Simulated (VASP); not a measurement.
# SiNi3 in VASP: a series of runs, part 2 of 2

VASP 6.6.1. Earlier steps stand in the parts before.

## Step 3: Single point, PBE

This run uses another cell than the first one, of 11.00 Å³/atom.

Contents of INCAR:

```
SYSTEM = SiNi3
PREC     = Accurate       ! precision mode
ENCUT    = 520            ! plane-wave cutoff, eV
EDIFF    = 1E-7           ! SCF threshold, eV
ISMEAR   = 0              ! smearing method
SIGMA    = 0.1            ! smearing width, eV
LREAL    = Auto         
LASPH    = .True.         ! aspherical terms in the spheres
NELM     = 80             ! most SCF steps
ALGO     = Fast           ! electronic algorithm
ISIF     = 2              ! what is computed and relaxed
LWAVE    = .False.        ! write WAVECAR
LCHARG   = .False.        ! write CHGCAR
GGA      = PE             ! functional
NBANDS   = 82             ! bands
ISYM     = 0
```

Contents of KPOINTS:

```
Automatic mesh
0
Gamma
  3 3 3
  0 0 0
```

Contents of POSCAR:

```
SiNi3
1.0
   -3.5371866652      3.4774189938      3.4773211027
    3.5372416908     -3.5787561733      3.5787133078
    3.5371707545      3.5787402626     -3.5786582823
Ni Si
12 4
Direct
   -0.0035043975      0.4997191153      0.4951305859
    0.4934936216      1.0014523187      0.4904130740
   -0.0289387069      0.9793965715      0.9900851963
    0.9965113612      0.2464708281      0.7484226690
   -0.0288879708      0.7414389488      0.2280665863
    0.4934540082      0.2417282852      0.2501041372
    0.2367744880      0.9932395897      0.7419070601
    0.2367790098      0.4932490293      0.2419239067
    0.7386617989      0.7441726530      0.4928566125
    0.2913441069      0.2910355554      0.5397082176
    0.2913189498      0.7500169677      0.9986864706
    0.7386535773      0.2442323026      0.9928425138
    0.4796921114      0.4629282092      1.0151492665
    0.4796915616      0.7664919304      0.7116060715
    0.7819663839      0.5002760421      0.7489381983
    0.7819358303      0.0313966707      0.2800787040
```

Potentials or basis: VASP PAW PBE potentials, release 64 (Ni, Si).

The run is started by

```
$ cat potpaw_PBE.64/Ni/POTCAR potpaw_PBE.64/Si/POTCAR > POTCAR
$ mpirun -np 1 vasp_std > vasp.out
```

OUTCAR:

```text
SYSTEM = SiNi3
   PREC = Accurate
   ENCUT = 520
   EDIFF = 1E-7
   ISMEAR = 0
   LREAL = Auto
   LASPH = .True.
   NELM = 80
   ISIF = 2
   GGA = PE
   ISYM = 0

 ion  position               nearest neighbor table
   1  0.996  0.500  0.495-  16 2.35  15 2.35  14 2.39   8 2.47   7 2.47   6 2.47  12 2.51   9 2.51
                            10 2.53  11 2.53   4 2.56   5 2.58
   2  0.493  0.001  0.490-  14 2.31   6 2.43   4 2.47  11 2.48  10 2.48  16 2.50  15 2.50  12 2.51
                             9 2.51   8 2.54   7 2.54   5 2.57
   3  0.971  0.979  0.990-   5 2.41  16 2.42  15 2.42  14 2.44   9 2.49  12 2.49   8 2.57   7 2.57
[... 1369 lines left out ...]
  in kB        1.3333875     -0.0404631     -0.0222602     -0.0017917     -0.0293218     -0.0189064
  external PRESSURE =       0.4235547 kB  Pullay stress =       0.0000000 kB

 VOLUME and BASIS-vectors are now :
 -----------------------------------------------------------------------------
  energy-cutoff  :      520.00
  volume of cell :      176.08
      direct lattice vectors                 reciprocal lattice vectors
    -3.537186665  3.477418994  3.477321103    -0.000000795  0.143785167  0.143787675
     3.537241691 -3.578756173  3.578713308     0.141353397  0.002036076  0.141750804
     3.537170754  3.578740263 -3.578658282     0.141354798  0.141749697  0.002034675

 POSITION                                       TOTAL-FORCE (eV/Angst)
 -----------------------------------------------------------------------------------
     -0.00580      3.44880      3.48158         0.001043     -0.001490      0.010688
     -0.00577      3.46595     -0.03379         0.000046     -0.019062      0.015142
      3.53164      3.41502      3.33849        -0.000210      0.005961      0.005314
     -0.00572      5.26164      1.66889         0.000360      0.010675     -0.001194
     -0.00565      1.53973      5.21409         0.000358      0.004928      0.006081
     -0.00573      1.74592      1.68594        -0.000021      0.015578     -0.018422
[... 8 lines left out ...]
      1.65276      3.60911      1.82930        -0.001157      0.005995      0.005840
     -1.66411      3.60909      1.82910        -0.000265      0.004830      0.005961
 -----------------------------------------------------------------------------------
    total drift:                               -0.001055      0.003900      0.003782

  FREE ENERGIE OF THE ION-ELECTRON SYSTEM (eV)
  ---------------------------------------------------
  free  energy   TOTEN  =       -93.1604407950 eV

  energy  without entropy=      -93.1182879178  energy(sigma->0) =      -93.13936436
```

stdout:

```text
POSCAR found type information on POSCAR NiSi
 POSCAR found :  2 types and      16 ions
 scaLAPACK will be used
 LDA part: xc-table for (Slater+PW92), standard interpolation
 POSCAR, INCAR and KPOINTS ok, starting setup
 FFT: planning ... GRIDC
 FFT: planning ... GRID_SOFT
 FFT: planning ... GRID
 WAVECAR not read
 entering main loop
```

It took 6.6 min on 1 thread of Intel Xeon 6975P-C (Granite Rapids), shared host; peak memory 0.39 GiB.

What came out:

| Item | Value |
| --- | --- |
| Free energy | -93.1604 eV |
| Pressure | 0.0 GPa |
| Largest force | 0.024 eV/Å |
| Band gap on the k mesh | zero (bands 68 and 69 overlap by 0.34 eV) |

Forces on the atoms (eV/Å):
```
Ni   0.001 -0.001  0.011
Ni   0.000 -0.019  0.015
Ni   0.000  0.006  0.005
Ni   0.000  0.011 -0.001
Ni   0.000  0.005  0.006
Ni   0.000  0.016 -0.018
Ni   0.000 -0.015 -0.016
Ni   0.000 -0.015 -0.015
Ni   0.000  0.002  0.002
Ni   0.006 -0.003 -0.003
Ni  -0.007 -0.003 -0.003
Ni   0.000  0.003  0.002
Si   0.000 -0.002  0.004
Si   0.000  0.005 -0.001
Si  -0.001  0.006  0.006
Si   0.000  0.005  0.006
```

Levels at points of the mesh, in eV from the Fermi level:
| k point | band 65 | band 66 | band 67 | band 68 | band 69 | band 70 | band 71 | band 72 |
| --- | --- | --- | --- | --- | --- | --- | --- | --- |
| (0.00, 0.00, 0.00) | -0.22 | -0.19 | -0.19 | -0.07 | -0.04 | 0.16 | 0.18 | 0.30 |

Caveat: the k points lie up to 0.42 Å⁻¹ apart. Spin polarisation is off, so any magnetic state and its effect on volume and gap are missing.
